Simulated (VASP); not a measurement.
# N (P1) in VASP: notebook

The runs below take N through single point, with PBEsol.

All numbers are computed with VASP 6.6.1; they aren't measurements. Logs are shortened: lines on timing, memory, paths and dates and some standing lists are left out, and cuts for length are marked.

## (1) The cell of the first run

The typed cell holds 18 atoms: a = 8.643 Å, b = 8.643 Å, c = 8.643 Å, α = 78.39°, β = 78.39°, γ = 78.39°.

## (2) Single point, PBEsol

INCAR reads:

```
ALGO = Normal
EDIFF = 1E-6
ENCUT = 520
GGA = PS
GGA_COMPAT = F
ISIF = 2
ISMEAR = -1
LASPH = T
LCHARG = T
LELF = T
LREAL = F
LVHAR = T
LWAVE = F
NBANDS = 60
NELM = 120
PREC = Accurate
SIGMA = 0.05
```

KPOINTS reads:

```
Automatic mesh
0
Gamma
  2 2 2
  0.5 0.5 0.5
```

POSCAR reads:

```
N
1.0
   -5.4615873331      3.1532489170     -5.9095682501
    5.4615873331      3.1532489170     -5.9095682501
    0.0000000000     -6.3064978340     -5.9095682501
N
18
Direct
    0.3645730752      0.0286104899      0.3744310571
    0.7088856947      0.0202708707      0.0330376947
    0.0343623872      0.3494674831      0.3669339440
    0.7052443213      0.6982022293      0.3573492571
    0.3756183476      0.3550309262      0.0296218339
    0.0090099239      0.0355988973      0.7106338312
    0.7184627442      0.3522701196      0.6642316153
    0.0389156717      0.6984938822      0.0158994548
    0.3437576344      0.6772734951      0.6879216353
    0.9744350289      0.9542145338      0.2976129057
    0.3144867110      0.9653872246      0.9783661651
    0.6342150539      0.3043164566      0.3041382903
    0.2927473592      0.6324969388      0.3104402209
    0.9635826861      0.3116495057      0.9676658406
    0.6434631717      0.9698065754      0.6321518199
    0.3014927672      0.3018737920      0.6454918493
    0.6371664423      0.6393830140      0.9477986591
    0.9494822685      0.6517327498      0.6396045204
```

Potentials or basis: VASP PAW PBE potentials, release 64 (N).

Started as:

```sh
> cat potpaw_PBE.64/N/POTCAR > POTCAR
> mpirun -np 1 vasp_std > vasp.out
```

OUTCAR:

```text
EDIFF = 1E-6
   ENCUT = 520
   GGA = PS
   ISIF = 2
   ISMEAR = -1
   LASPH = T
   LREAL = F
   NELM = 120
   PREC = Accurate

 ion  position               nearest neighbor table
   1  0.365  0.029  0.374-
   2  0.709  0.020  0.033-
   3  0.034  0.349  0.367-
   4  0.705  0.698  0.357-
   5  0.376  0.355  0.030-
   6  0.009  0.036  0.711-
[... 10 lines left out ...]
  17  0.637  0.639  0.948-
  18  0.949  0.652  0.640-

  LATTYP: Found a trigonal (rhomboedric) cell.
 ALAT       =     8.6426218147
 COS(alpha) =     0.2013127678

  Lattice vectors:

 A1 = (  -5.4615873331,   3.1532489170,  -5.9095682501)
 A2 = (   5.4615873331,   3.1532489170,  -5.9095682501)
 A3 = (   0.0000000000,  -6.3064978340,  -5.9095682501)

Analysis of symmetry for initial positions (statically):
=====================================================================
 Subroutine PRICEL returns:
 Original cell was already a primitive cell.

 Routine SETGRP: Setting up the symmetry group for a
 trigonal (rhombohedral) supercell.

 Subroutine GETGRP returns: Found  1 space group operations
 (whereof  1 operations were pure point group operations)
 out of a pool of 12 trial point group operations.

The static configuration has the point symmetry C_1 .

Analysis of symmetry for dynamics (positions and initial velocities):
=====================================================================
 Subroutine PRICEL returns:
 Original cell was already a primitive cell.

 Routine SETGRP: Setting up the symmetry group for a
 trigonal (rhombohedral) supercell.

 Subroutine GETGRP returns: Found  1 space group operations
 (whereof  1 operations were pure point group operations)
 out of a pool of 12 trial point group operations.

The dynamic configuration has the point symmetry C_1 .

 Subroutine INISYM returns: Found  1 space group operations
 (whereof  1 operations are pure point group operations),
 and found     1 'primitive' translations

----------------------------------------------------------------------------------------

                                     Primitive cell

  volume of cell :     610.6384

  direct lattice vectors                    reciprocal lattice vectors
    -5.461587333  3.153248917 -5.909568250    -0.091548477  0.052855538 -0.056405700
     5.461587333  3.153248917 -5.909568250     0.091548477  0.052855538 -0.056405700
     0.000000000 -6.306497834 -5.909568250     0.000000000 -0.105711075 -0.056405700

  length of vectors
     8.642621815  8.642621815  8.642621815     0.119818339  0.119818339  0.119818339

  position of ions in fractional coordinates (direct lattice)
     0.364573075  0.028610490  0.374431057
     0.708885695  0.020270871  0.033037695
     0.034362387  0.349467483  0.366933944
     0.705244321  0.698202229  0.357349257
     0.375618348  0.355030926  0.029621834
     0.009009924  0.035598897  0.710633831
[... 10 lines left out ...]
     0.637166442  0.639383014  0.947798659
     0.949482268  0.651732750  0.639604520

  ion indices of the primitive-cell ions
   primitive index   ion index
                 1           1
                 2           2
                 3           3
                 4           4
                 5           5
                 6           6
[... 10 lines left out ...]
                17          17
                18          18

----------------------------------------------------------------------------------------

 KPOINTS: Automatic mesh

Automatic generation of k-mesh.
 Grid dimensions read from file:
 generate k-points for:    2    2    2

 Generating k-lattice:

  Cartesian coordinates                     Fractional coordinates (reciprocal lattice)
    -0.045774238  0.026427769 -0.028202850     0.500000000 -0.000000000  0.000000000
     0.045774238  0.026427769 -0.028202850    -0.000000000  0.500000000  0.000000000
     0.000000000 -0.052855538 -0.028202850     0.000000000  0.000000000  0.500000000

  Length of vectors
     0.059909170  0.059909170  0.059909170

  Shift w.r.t. Gamma in fractional coordinates (k-lattice)
     0.500000000  0.500000000  0.500000000

 Subroutine IBZKPT returns following result:
 ===========================================

 Found      4 irreducible k-points:

 Following reciprocal coordinates:
            Coordinates               Weight
  0.250000  0.250000  0.250000      2.000000
 -0.250000  0.250000  0.250000      2.000000
  0.250000 -0.250000  0.250000      2.000000
  0.250000  0.250000 -0.250000      2.000000
   k-points           NKPTS =      4   k-points in BZ     NKDIM =      4   number of bands    NBANDS=     60
   number of dos      NEDOS =    301   number of ions     NIONS =     18
   total plane-waves  NPLWV = 262144
   dimension x,y,z NGX =    64 NGY =   64 NGZ =   64
   dimension x,y,z NGXF=   128 NGYF=  128 NGZF=  128
   ions per type =              18
   NGX,Y,Z   is equivalent  to a cutoff of  12.31, 12.31, 12.31 a.u.
   NGXF,Y,Z  is equivalent  to a cutoff of  24.62, 24.62, 24.62 a.u.
 SYSTEM =  unknown system
   PREC   = accura    normal or accurate (medium, high low for compatibility)
   ISTART =      0    job   : 0-new  1-cont  2-samecut
   ICHARG =      2    charge: 1-file 2-atom 10-const
   ISPIN  =      1    spin polarized calculation?
   LNONCOLLINEAR =      F non collinear calculations
   LSORBIT =      F    spin-orbit coupling
   LASPH  =      T    aspherical Exc in radial PAW
   ENCUT  =  520.0 eV  38.22 Ry    6.18 a.u.  16.07 16.07 16.07*2*pi/ulx,y,z
   NELM   =    120;   NELMIN=  2; NELMDL= -5     # of ELM steps
   EDIFF  = 0.1E-05   stopping-criterion for ELM
   LREAL  =      F    real-space projection
   EDIFFG = 0.1E-04   stopping-criterion for IOM
   NSW    =      0    number of steps for IOM
   IBRION =     -1    ionic relax: 0-MD 1-quasi-New 2-CG
   NFREE  =      0    steps in history (QN), initial steepest desc. (CG)
   ISIF   =      2    stress and relaxation
   ISYM   =      2    0-nonsym 1-usesym 2-fastsym
   POTIM  = 0.5000    time-step for ionic-motion
   TEBEG  =    0.0;   TEEND  =   0.0 temperature during run
   PSTRESS=    0.0 pullay stress
   NELECT =      90.0000    total number of electrons
   NUPDOWN=      -1.0000    fix difference up-down
   EMIN   =  10.00;   EMAX   =-10.00  energy-range for DOS
   EFERMI =   0.00;   METHOD = LEGACY
   ISMEAR =    -1;   SIGMA  =   0.05  broadening in eV -4-tet -1-fermi 0-gaus
   EFERMI_NEDOS =   21; number of points for ismear=-14 and -15
   IALGO  =     38    algorithm
   IMIX   =      4    mixing-type and parameters
     AMIX     =   0.40;   BMIX     =  1.00
     AMIX_MAG =   1.60;   BMIX_MAG =  1.00
  volume/ion in A,a.u.               =      33.92       228.93
  Fermi-wavevector in a.u.,A,eV,Ry     =   0.864757  1.634155 10.174510  0.747805
  Thomas-Fermi vector in A             =   1.982901
   LORBIT       =      0    0 simple, 1 ext, 2 COOP (PROOUT), +10 PAW based schemes
   GGA     = PS    functional components
   LHFCALC =     F    Hartree Fock is set to
   AEXX    =    0.0000 exact exchange contribution
   IVDW    =     0    specifies the selected vdW correction
   LEPSILON=     F    determine dielectric tensor
   LRPA    =     F    only Hartree local field effects (RPA)
 non-spin polarized calculation
  energy-cutoff  :      520.00
  volume of cell :      610.64
 maximum number of plane-waves:     16480
   NGX = 33   NGY = 33   NGZ = 33

 number of electron      89.9999999 magnetization

 Free energy of the ion-electron system (eV)
  ---------------------------------------------------
  ext. energy  EPLUGINS =         0.00000000
  ---------------------------------------------------
  free energy    TOTEN  =       -18.00999719 eV

  energy without entropy =      -17.33052936  energy(sigma->0) =      -17.67026327

 E-fermi :  -4.8861     XC(G=0):  -6.0913

 val. band max:       -4.8886170791   @ k =   0.2500   0.2500  -0.2500
 cond. band min:      -4.8848261699   @ k =   0.2500  -0.2500   0.2500
 fundamental gap:      0.0037909092
 Fermi energy:        -4.8861397391

 k-point     1 :       0.2500    0.2500    0.2500
  band No.  band energies     occupation
      1     -16.7204      2.00000
      2     -16.5501      2.00000
      3     -16.5416      2.00000
      4     -16.5264      2.00000
      5     -16.4928      2.00000
      6     -16.4716      2.00000
[... 49 lines left out ...]
     56      -4.6835      0.03418
     57      -4.6796      0.03160

 k-point     2 :      -0.2500    0.2500    0.2500
  band No.  band energies     occupation
      1     -16.6955      2.00000
      2     -16.5892      2.00000
      3     -16.5574      2.00000
      4     -16.5471      2.00000
      5     -16.5052      2.00000
      6     -16.4430      2.00000
[... 49 lines left out ...]
     56      -4.6977      0.04509
     57      -4.6921      0.04042

 k-point     3 :       0.2500   -0.2500    0.2500
  band No.  band energies     occupation
      1     -16.6923      2.00000
      2     -16.5980      2.00000
      3     -16.5672      2.00000
      4     -16.5334      2.00000
      5     -16.5010      2.00000
      6     -16.4483      2.00000
[... 49 lines left out ...]
     56      -4.7034      0.05044
     57      -4.6846      0.03489

 k-point     4 :       0.2500    0.2500   -0.2500
  band No.  band energies     occupation
      1     -16.6939      2.00000
      2     -16.5943      2.00000
      3     -16.5579      2.00000
      4     -16.5449      2.00000
      5     -16.5030      2.00000
      6     -16.4458      2.00000
[... 49 lines left out ...]
     56      -4.6992      0.04648
     57      -4.6908      0.03945
 [bands above 57 left out]

------------------------ aborting loop because EDIFF is reached ----------------------------------------

  FORCE on cell =-STRESS in cart. coord.  units (eV):
  Direction    XX          YY          ZZ          XY          YZ          ZX
  --------------------------------------------------------------------------------------
  -------------------------------------------------------------------------------------
  Total      -29.0917760    -29.0597524    -29.2567292     -0.1465638      0.0833164     -0.0271845
  in kB      -76.3302486    -76.2462259    -76.7630484     -0.3845503      0.2186035     -0.0713260
  external PRESSURE =     -76.4465076 kB  Pullay stress =       0.0000000 kB

 VOLUME and BASIS-vectors are now :
 -----------------------------------------------------------------------------
  energy-cutoff  :      520.00
  volume of cell :      610.64
      direct lattice vectors                 reciprocal lattice vectors
    -5.461587333  3.153248917 -5.909568250    -0.091548477  0.052855538 -0.056405700
     5.461587333  3.153248917 -5.909568250     0.091548477  0.052855538 -0.056405700
     0.000000000 -6.306497834 -5.909568250     0.000000000 -0.105711075 -0.056405700

 POSITION                                       TOTAL-FORCE (eV/Angst)
 -----------------------------------------------------------------------------------
     -1.83489     -1.12154     -4.53627         0.033437      0.055738     -0.308716
     -3.76093      2.09086     -4.50424        -0.302318      0.033414     -0.274779
      1.72097     -1.10376     -4.43669        -0.032219     -0.288834     -0.193613
     -0.03846      2.17179    -10.40554         0.003402      0.103709     -0.471564
     -0.11244      2.11711     -4.49287        -0.058890     -0.018544     -0.217286
      0.14522     -4.34095     -4.46316         0.577668     -0.342023     -0.076520
[... 10 lines left out ...]
      0.01211     -1.95201    -13.14494        -0.020971      0.328135      0.167917
     -1.62618      1.01536    -13.24228         0.450576     -0.156578      0.129098
 -----------------------------------------------------------------------------------
    total drift:                               -0.000358      0.000227      0.000182

  FREE ENERGIE OF THE ION-ELECTRON SYSTEM (eV)
  ---------------------------------------------------
  free  energy   TOTEN  =       -18.0099971853 eV

  energy  without entropy=      -17.3305293585  energy(sigma->0) =      -17.67026327
```

It took 6.2 min on 1 thread of Intel Xeon 6975P-C (Granite Rapids), shared host; peak memory 0.63 GiB.

What came out:

- Free energy: -18.0100 eV
- Pressure: -7.6 GPa
- Largest force: 0.750 eV/Å
- Band gap on the k mesh: zero (bands 45 and 46 overlap by 0.05 eV)

Forces in eV/Å, atoms in the order of the input:
```
N    0.033  0.056 -0.309
N   -0.302  0.033 -0.275
N   -0.032 -0.289 -0.194
N    0.003  0.104 -0.472
N   -0.059 -0.019 -0.217
N    0.578 -0.342 -0.077
N   -0.545  0.515  0.041
N    0.061  0.305 -0.190
N   -0.005 -0.241  0.355
N   -0.207 -0.065  0.501
N   -0.095 -0.095 -0.010
N    0.049 -0.134  0.142
N    0.161 -0.191  0.142
N    0.074  0.050  0.232
N   -0.234  0.096  0.044
N    0.090  0.045 -0.012
N   -0.021  0.328  0.168
N    0.451 -0.157  0.129
```

Caveat: the k points lie up to 0.38 Å⁻¹ apart; the atoms stand as in a frame of molecular dynamics; the PAW data sets were made with another functional, which shifts forces and pressure a little.

## (3) Single point, PBEsol

INCAR reads:

```
SYSTEM = N
ALGO = Normal
EDIFF = 1E-6
ENCUT = 520
GGA = PS
GGA_COMPAT = .FALSE.
ISIF = 2
ISMEAR = -1
LASPH = .TRUE.
LCHARG = .FALSE.
LREAL = .FALSE.
LWAVE = .FALSE.
NBANDS = 60
NELM = 120
PREC = Accurate
SIGMA = 0.05
```

KPOINTS is that of step 2.

POSCAR reads:

```
N
1.0
   -5.4615873331      3.1532489170     -5.9095682501
    5.4615873331      3.1532489170     -5.9095682501
    0.0000000000     -6.3064978340     -5.9095682501
N
18
Direct
    0.3792003042      0.0410346964      0.3897441378
    0.7262403251      0.0093357402      0.0449535445
    0.0312295164      0.3436487630      0.3734574387
    0.7179379614      0.6932035771      0.3702413907
    0.3712013538      0.3579519090      0.0222550994
   -0.0288948678      0.0651082065      0.7151063537
    0.7463656147      0.3467433315      0.6324384319
    0.0396867328      0.7118713517      0.0169564343
    0.3336364891      0.6508900446      0.6999653917
    0.9531442655      0.9430975525      0.2892802800
    0.3243101987      0.9716502089      0.9771587835
    0.6324389258      0.2753398114      0.2916530487
    0.2629984402      0.6284643530      0.3260762377
    0.9618170135      0.3117933512      0.9624122077
    0.6673539911      0.9480055501      0.6311854580
    0.3021462895      0.3075835366      0.6606585816
    0.6487906809      0.6372606996      0.9243012962
    0.9267903463      0.6589898131      0.6494090188
```

Potentials or basis: VASP PAW PBE potentials, release 64 (N).

Started as:

```sh
> cat potpaw_PBE.64/N/POTCAR > POTCAR
> mpirun -np 1 vasp_std > vasp.out
```

Run time: 6.7 min. Hardware: 1 thread of Intel Xeon 6975P-C (Granite Rapids), shared host; peak memory 0.62 GiB.

The run converged. Its results:

- Free energy: -20.7046 eV
- Pressure: -8.3 GPa
- Largest force: 2.058 eV/Å
- Band gap on the k mesh: zero (bands 45 and 46 overlap by 0.04 eV)

Forces on the atoms (eV/Å):
```
N    0.028  0.605 -0.927
N   -0.768  0.076 -0.980
N    0.426 -0.794 -0.338
N   -0.115  0.238 -1.327
N    0.076  0.201  0.080
N    1.971 -0.359  0.014
N   -1.821  0.943 -0.170
N    0.163  0.161 -0.444
N   -0.413 -0.758  0.694
N    0.099 -0.192  1.577
N    0.064  0.079 -0.113
N   -0.250 -0.437  0.963
N    0.329 -0.417  0.437
N   -0.116  0.205  0.437
N   -1.257  0.070  0.027
N    0.453 -0.084 -0.557
N   -0.289  1.127  0.093
N    1.419 -0.664  0.534
```

Stress tensor (GPa, compression positive):
```
-8.49  0.08 -0.02
 0.08 -8.15  0.16
-0.02  0.16 -8.29
```

Levels at points of the mesh, in eV from the Fermi level:
```csv
k point,band 42,band 43,band 44,band 45,band 46,band 47,band 48,band 49
"(0.25, 0.25, 0.25)",-0.08,-0.04,0.00,0.03,0.05,0.09,0.10,0.12
```

Caveat: the k points lie up to 0.38 Å⁻¹ apart; the atoms stand as in a frame of molecular dynamics; the PAW data sets were made with another functional, which shifts forces and pressure a little.

## (4) Single point, PBEsol

INCAR reads:

```
SYSTEM = N
PREC = Accurate
ENCUT = 520
EDIFF = 1E-6
ISMEAR = -1
SIGMA = 0.05
LREAL = .False.
LASPH = .True.
NELM = 120
ALGO = Normal
ISIF = 2
LWAVE = .False.
LCHARG = .False.
GGA = PS
NBANDS = 60
GGA_COMPAT = .False.
```

KPOINTS is that of step 3.

POSCAR reads:

```
N
1.0
   -5.4615873331      3.1532489170     -5.9095682501
    5.4615873331      3.1532489170     -5.9095682501
    0.0000000000     -6.3064978340     -5.9095682501
N
18
Direct
    0.3804052705      0.0615545603      0.3975368618
    0.7534160332      0.0012557638      0.0603092297
    0.0060798808      0.3545584245      0.4156354944
    0.7320815459      0.7012026109      0.3832625934
    0.3686464098      0.3737762371      0.0048212824
   -0.1023559722      0.1167554193      0.7107042861
    0.8095012153      0.3213733438      0.5872360660
    0.0566327104      0.7297309831      0.0082845450
    0.3219403144      0.5949512376      0.7189700865
    0.9052583882      0.9174165752      0.2567255071
    0.3150578579      0.9915683254      0.9816154323
    0.6209939042      0.2417083827      0.2849651421
    0.2600376502      0.6257278568      0.3259087976
    0.9501027500      0.3088618824      0.9386861012
    0.7084331649      0.9044166647      0.6277111453
    0.3030194533      0.3392219321      0.6851322345
    0.6687256536      0.6391919319      0.8849124914
    0.8714029742      0.6817088547      0.6637790581
```

Started as:

```sh
> cat potpaw_PBE.64/N/POTCAR > POTCAR
> mpirun -np 1 vasp_std > vasp.out
```

It took 4.8 min on 1 thread of Intel Xeon 6975P-C (Granite Rapids), shared host; peak memory 0.6 GiB.

It converged, with:

```yaml
Free_energy: -36.9148 eV
Pressure: -10.9 GPa
Largest_force: 6.468 eV/Å
Band_gap_on_the_k_mesh: zero (bands 45 and 46 overlap by 0.01 eV)
```

Forces in eV/Å, atoms in the order of the input:
```
N   -0.202  1.762 -1.427
N   -1.752 -1.455 -3.318
N    2.190 -4.798  0.678
N    0.127  1.240 -2.723
N    0.593  1.159  0.693
N    4.274  2.946 -0.341
N   -6.227  1.447 -0.982
N    0.409 -0.370 -1.212
N   -2.765 -2.321  2.860
N    1.267  0.353  4.568
N    0.325 -0.201  0.093
N   -0.185 -1.199  2.224
N    0.112  0.048  0.538
N   -0.324  0.129  1.062
N   -4.654 -1.151  0.457
N    2.419  0.491 -3.568
N   -1.144  3.744 -0.205
N    5.534 -1.827  0.602
```

Stress tensor (GPa, compression positive):
```
-10.66  -1.44   0.69
 -1.44 -12.44   0.81
  0.69   0.81  -9.57
```

Levels at points of the mesh, in eV from the Fermi level:
| k point | band 41 | band 42 | band 43 | band 44 | band 45 | band 46 | band 47 | band 48 | band 49 | band 50 |
| --- | --- | --- | --- | --- | --- | --- | --- | --- | --- | --- |
| (0.25, 0.25, 0.25) | -0.17 | -0.17 | -0.09 | -0.03 | 0.02 | 0.03 | 0.06 | 0.08 | 0.10 | 0.13 |

Caveat: the k points lie up to 0.38 Å⁻¹ apart; the atoms stand as in a frame of molecular dynamics; the PAW data sets were made with another functional, which shifts forces and pressure a little.

## (5) The runs side by side

```tsv
cell	gap on the mesh (eV)	pressure (GPa)	largest force (eV/Å)
as given, atomic positions A	none	-7.6	0.75
as given, atomic positions B	none	-8.3	2.06
as given, atomic positions C	none	-10.9	6.47
```

Alike in all rows: task single point; level PBEsol; potentials or basis VASP PAW PBE potentials, release 64 (N); no spin polarisation; k mesh 2 × 2 × 2, shifted; cutoff (eV) 520; smearing fermi-dirac 0.05 eV.

Caveats: all runs use coarse meshes; the atoms stand as in a frame of molecular dynamics; the PAW data sets were made with another functional, which shifts forces and pressure a little.

Total energies depend on the potentials used, so only differences within one code and one set of settings carry meaning.
